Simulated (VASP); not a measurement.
# Zn (P6/mmm) in VASP: single point with PBEsol

Aim: the single point of Zn with PBEsol.

Program: VASP 6.6.1. These are calculated values, not measurements. Logs are shortened: lines on timing, memory, paths and dates and some standing lists are left out, and cuts for length are marked.

### 1 The cell of the first run

It takes space group P6/mmm (No. 191, hexagonal). Conventional cell: a = 3.111 Å, b = 3.111 Å, c = 15.360 Å, α = 90.00°, β = 90.00°, γ = 120.00°. Zn (site symmetry 6/mmm) has 6 Zn at 3.11 Å within 4.1 Å.

### 2 Single point, PBEsol

Contents of INCAR:

```
SYSTEM = Zn
ALGO = Normal ; EDIFF = 1E-6
ENCUT = 520 ; GGA = PS
ISIF = 2 ; ISMEAR = 1
LASPH = .True. ; LCHARG = .True.
LELF = .True. ; LREAL = .False.
LVHAR = .True. ; LWAVE = .False.
NBANDS = 12 ; NELM = 100
PREC = Accurate ; SIGMA = 0.02
```

Contents of KPOINTS:

```
k-points
0
Gamma
  9 9 2
  0 0 0
```

Contents of POSCAR:

```
Zn
1.0
    3.1109000000      0.0000000000      0.0000000000
   -1.5554500000      2.6941200000      0.0000000000
    0.0000000000      0.0000000000     15.3604500000
Zn
1
Direct
    0.6666666667      0.3333333333      0.0000000000
```

Potentials or basis: VASP PAW PBE potentials, release 64 (Zn).

Command:

```sh
> cat potpaw_PBE.64/Zn/POTCAR > POTCAR
> mpirun -np 1 vasp_std > vasp.out
```

OUTCAR:

```text
SYSTEM = Zn
   EDIFF = 1E-6
   ENCUT = 520
   GGA = PS
   ISIF = 2
   ISMEAR = 1
   LASPH = .True.
   LREAL = .False.
   NELM = 100
   PREC = Accurate

 ion  position               nearest neighbor table
   1  0.667  0.333  0.000-

  LATTYP: Found a hexagonal cell.
 ALAT       =     3.1109000000
 C/A-ratio  =     4.9376225530

  Lattice vectors:

 A1 = (   3.1109000000,   0.0000000000,   0.0000000000)
 A2 = (  -1.5554500000,   2.6941200000,   0.0000000000)
 A3 = (   0.0000000000,   0.0000000000,  15.3604500000)

Analysis of symmetry for initial positions (statically):
=====================================================================
 Subroutine PRICEL returns:
 Original cell was already a primitive cell.

 Routine SETGRP: Setting up the symmetry group for a
 hexagonal supercell.

 Subroutine GETGRP returns: Found 24 space group operations
 (whereof 12 operations were pure point group operations)
 out of a pool of 24 trial point group operations.

The static configuration has the point symmetry D_3h.
 The point group associated with its full space group is D_6h.

Analysis of symmetry for dynamics (positions and initial velocities):
=====================================================================
 Subroutine PRICEL returns:
 Original cell was already a primitive cell.

 Routine SETGRP: Setting up the symmetry group for a
 hexagonal supercell.

 Subroutine GETGRP returns: Found 24 space group operations
 (whereof 12 operations were pure point group operations)
 out of a pool of 24 trial point group operations.

The dynamic configuration has the point symmetry D_3h.
 The point group associated with its full space group is D_6h.

 Subroutine INISYM returns: Found 24 space group operations
 (whereof 12 operations are pure point group operations),
 and found     1 'primitive' translations

----------------------------------------------------------------------------------------

                                     Primitive cell

  volume of cell :     128.7380

  direct lattice vectors                    reciprocal lattice vectors
     3.110900000  0.000000000  0.000000000     0.321450384  0.185589358  0.000000000
    -1.555450000  2.694120000  0.000000000     0.000000000  0.371178715  0.000000000
     0.000000000  0.000000000 15.360450000     0.000000000  0.000000000  0.065102259

  length of vectors
     3.110900000  3.110901361 15.360450000     0.371178877  0.371178715  0.065102259

  position of ions in fractional coordinates (direct lattice)
     0.666666667  0.333333333  0.000000000

  ion indices of the primitive-cell ions
   primitive index   ion index
                 1           1

----------------------------------------------------------------------------------------

 KPOINTS: k-points

Automatic generation of k-mesh.
 Grid dimensions read from file:
 generate k-points for:    9    9    2

 Generating k-lattice:

  Cartesian coordinates                     Fractional coordinates (reciprocal lattice)
     0.035716709  0.020621040  0.000000000     0.111111111  0.000000000  0.000000000
     0.000000000  0.041242079  0.000000000     0.000000000  0.111111111  0.000000000
     0.000000000  0.000000000  0.032551130     0.000000000  0.000000000  0.500000000

  Length of vectors
     0.041242097  0.041242079  0.032551130

  Shift w.r.t. Gamma in fractional coordinates (k-lattice)
     0.000000000  0.000000000  0.000000000

 Subroutine IBZKPT returns following result:
 ===========================================

 Found     24 irreducible k-points:

 Following reciprocal coordinates:
            Coordinates               Weight
  0.000000  0.000000  0.000000      1.000000
  0.111111  0.000000  0.000000      6.000000
  0.222222  0.000000  0.000000      6.000000
  0.333333  0.000000  0.000000      6.000000
  0.444444  0.000000  0.000000      6.000000
  0.111111  0.111111  0.000000      6.000000
[... 16 lines left out ...]
  0.333333  0.222222  0.500000     12.000000
  0.333333  0.333333  0.500000      2.000000
   k-points           NKPTS =     24   k-points in BZ     NKDIM =     24   number of bands    NBANDS=     12
   number of dos      NEDOS =    301   number of ions     NIONS =      1
   total plane-waves  NPLWV =  69120
   dimension x,y,z NGX =    24 NGY =   24 NGZ =  120
   dimension x,y,z NGXF=    48 NGYF=   48 NGZF=  240
   ions per type =               1
   NGX,Y,Z   is equivalent  to a cutoff of  12.83, 12.83, 12.99 a.u.
   NGXF,Y,Z  is equivalent  to a cutoff of  25.65, 25.65, 25.98 a.u.
 SYSTEM =  Zn
   PREC   = accura    normal or accurate (medium, high low for compatibility)
   ISTART =      0    job   : 0-new  1-cont  2-samecut
   ICHARG =      2    charge: 1-file 2-atom 10-const
   ISPIN  =      1    spin polarized calculation?
   LNONCOLLINEAR =      F non collinear calculations
   LSORBIT =      F    spin-orbit coupling
   LASPH  =      T    aspherical Exc in radial PAW
   ENCUT  =  520.0 eV  38.22 Ry    6.18 a.u.   5.78  5.78 28.56*2*pi/ulx,y,z
   NELM   =    100;   NELMIN=  2; NELMDL= -5     # of ELM steps
   EDIFF  = 0.1E-05   stopping-criterion for ELM
   LREAL  =      F    real-space projection
   EDIFFG = 0.1E-04   stopping-criterion for IOM
   NSW    =      0    number of steps for IOM
   IBRION =     -1    ionic relax: 0-MD 1-quasi-New 2-CG
   NFREE  =      0    steps in history (QN), initial steepest desc. (CG)
   ISIF   =      2    stress and relaxation
   ISYM   =      2    0-nonsym 1-usesym 2-fastsym
   POTIM  = 0.5000    time-step for ionic-motion
   TEBEG  =    0.0;   TEEND  =   0.0 temperature during run
   PSTRESS=    0.0 pullay stress
   NELECT =      12.0000    total number of electrons
   NUPDOWN=      -1.0000    fix difference up-down
   EMIN   =  10.00;   EMAX   =-10.00  energy-range for DOS
   EFERMI =   0.00;   METHOD = LEGACY
   ISMEAR =     1;   SIGMA  =   0.02  broadening in eV -4-tet -1-fermi 0-gaus
   EFERMI_NEDOS =   21; number of points for ismear=-14 and -15
   IALGO  =     38    algorithm
   IMIX   =      4    mixing-type and parameters
     AMIX     =   0.40;   BMIX     =  1.00
     AMIX_MAG =   1.60;   BMIX_MAG =  1.00
  volume/ion in A,a.u.               =     128.74       868.77
  Fermi-wavevector in a.u.,A,eV,Ry     =   0.742277  1.402701  7.496481  0.550976
  Thomas-Fermi vector in A             =   1.837118
   LORBIT       =      0    0 simple, 1 ext, 2 COOP (PROOUT), +10 PAW based schemes
   GGA     = PS    functional components
   LHFCALC =     F    Hartree Fock is set to
   AEXX    =    0.0000 exact exchange contribution
   IVDW    =     0    specifies the selected vdW correction
   LEPSILON=     F    determine dielectric tensor
   LRPA    =     F    only Hartree local field effects (RPA)
 non-spin polarized calculation
 Methfessel and Paxton  Order N= 1 SIGMA  =   0.02
  energy-cutoff  :      520.00
  volume of cell :      128.74
 maximum number of plane-waves:      3488
 NGX is ok and might be reduce to    24
   NGX = 11   NGY = 11   NGZ = 57

 number of electron      11.9999989 magnetization

 Free energy of the ion-electron system (eV)
  ---------------------------------------------------
  ext. energy  EPLUGINS =         0.00000000
  ---------------------------------------------------
  free energy    TOTEN  =        -0.53234841 eV

  energy without entropy =       -0.53213552  energy(sigma->0) =       -0.53227744

 E-fermi :  -2.7019     XC(G=0):  -2.5481

 val. band max:       -2.7554875977   @ k =   0.0000   0.0000   0.0000
 cond. band min:      -2.6931680377   @ k =   0.4444   0.1111   0.5000
 fundamental gap:      0.0623195600
 Fermi energy:        -2.7019024554

 k-point     1 :       0.0000    0.0000    0.0000
  band No.  band energies     occupation
      1      -9.8965      2.00000
      2      -9.5817      2.00000
      3      -9.5817      2.00000
      4      -9.4465      2.00000
      5      -9.4464      2.00000
      6      -8.4033      2.00000
      7      -2.7555      2.00100
      8       0.3561      0.00000
      9       1.2938      0.00000
     10       1.5620      0.00000
     11       4.0870      0.00000
     12       4.4426      0.00000

 k-point     2 :       0.1111    0.0000    0.0000
  band No.  band energies     occupation
      1      -9.8311      2.00000
      2      -9.5956      2.00000
      3      -9.5464      2.00000
      4      -9.4784      2.00000
      5      -9.4520      2.00000
      6      -8.1927      2.00000
      7      -2.4776     -0.00000
      8       0.6093      0.00000
      9       1.5512      0.00000
     10       1.8145      0.00000
     11       4.3435      0.00000
     12       4.6908      0.00000

 k-point     3 :       0.2222    0.0000    0.0000
  band No.  band energies     occupation
      1      -9.7523      2.00000
      2      -9.5934      2.00000
      3      -9.5547      2.00000
      4      -9.4659      2.00000
      5      -9.4552      2.00000
      6      -7.4831      2.00000
      7      -1.6648      0.00000
      8       1.3697      0.00000
      9       2.3204      0.00000
     10       2.5715      0.00000
     11       4.3250      0.00000
     12       5.1049      0.00000
[... 286 lines left out ...]
 k-point    23 :       0.3333    0.2222    0.5000
  band No.  band energies     occupation
      1      -9.6571      2.00000
      2      -9.6486      2.00000
      3      -9.5527      2.00000
      4      -9.5097      2.00000
      5      -9.3993      2.00000
      6      -3.5867      2.00000
      7      -1.1162      0.00000
      8       1.4245      0.00000
      9       1.9094      0.00000
     10       4.9262      0.00000
     11       5.3390      0.00000
     12       5.7159      0.00000

 k-point    24 :       0.3333    0.3333    0.5000
  band No.  band energies     occupation
      1      -9.6084      2.00000
      2      -9.6084      2.00000
      3      -9.5227      2.00000
      4      -9.5227      2.00000
      5      -9.5064      2.00000
      6      -2.2635      0.00000
      7      -0.8836      0.00000
      8      -0.8836      0.00000
      9       2.7754      0.00000
     10       5.4052      0.00000
     11       5.4052      0.00000
     12       7.3556      0.00000

------------------------ aborting loop because EDIFF is reached ----------------------------------------

  FORCE on cell =-STRESS in cart. coord.  units (eV):
  Direction    XX          YY          ZZ          XY          YZ          ZX
  --------------------------------------------------------------------------------------
  -------------------------------------------------------------------------------------
  Total       -1.2308582     -1.2308597     -0.0007070      0.0000000     -0.0000000      0.0000000
  in kB      -15.3183397    -15.3183576     -0.0087988      0.0000000     -0.0000000      0.0000000
  external PRESSURE =     -10.2151654 kB  Pullay stress =       0.0000000 kB

 VOLUME and BASIS-vectors are now :
 -----------------------------------------------------------------------------
  energy-cutoff  :      520.00
  volume of cell :      128.74
      direct lattice vectors                 reciprocal lattice vectors
     3.110900000  0.000000000  0.000000000     0.321450384  0.185589358  0.000000000
    -1.555450000  2.694120000  0.000000000     0.000000000  0.371178715  0.000000000
     0.000000000  0.000000000 15.360450000     0.000000000  0.000000000  0.065102259

 POSITION                                       TOTAL-FORCE (eV/Angst)
 -----------------------------------------------------------------------------------
      1.55545      0.89804      0.00000         0.000000      0.000000      0.000000
 -----------------------------------------------------------------------------------
    total drift:                               -0.000000      0.000000      0.000000

  FREE ENERGIE OF THE ION-ELECTRON SYSTEM (eV)
  ---------------------------------------------------
  free  energy   TOTEN  =        -0.5323484075 eV

  energy  without entropy=       -0.5321355175  energy(sigma->0) =       -0.53227744
```

Run time: 24 s. Hardware: 1 thread of Intel Xeon 6975P-C (Granite Rapids), shared host; peak memory 0.24 GiB.

Results:

```yaml
Free_energy: -0.5323 eV
Pressure: -1.0 GPa
Band_gap_on_the_k_mesh: zero (band 6 reaches -2.26 eV, above the bottom of band 7 at -2.76 eV)
```

Caveat: the PAW data sets were made with another functional, which shifts forces and pressure a little.
